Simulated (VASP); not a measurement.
The system is GaN.

```
Ga N
1.0
     3.18275    0.00000    0.00000
    -1.59137    2.75634    0.00000
     0.00000    0.00000    5.18456
Ga N
2 2
Direct
  0.33333 0.66667 0.99910
  0.66667 0.33333 0.49910
  0.33333 0.66667 0.37590
  0.66667 0.33333 0.87590
```

Base run:

- Program: VASP 6.6.1
- Functional: r2SCAN
- Potentials or basis: VASP PAW PBE potentials, release 64 (Ga_d, N)
- Cutoff: 520 eV
- k mesh: 8 × 8 × 4
- Occupations: gaussian, width 0.05 eV
- Spin: no spin polarisation

Its results: band gap on the k mesh 2.34 eV, direct; pressure 1.1 GPa; largest force 0.010 eV/Å.

Problem. The run is repeated on the same cell with these changes: dispersion from none to D3(BJ). What comes out?

Solution. Band gap on the k mesh 2.34 eV, direct; pressure -0.6 GPa; largest force 0.010 eV/Å.

Dispersion adds attraction, which lowers the pressure at fixed volume and, as a term added to the energy, leaves the levels alone.

Caveats: the PAW data sets were made with another functional, which shifts forces and pressure a little.

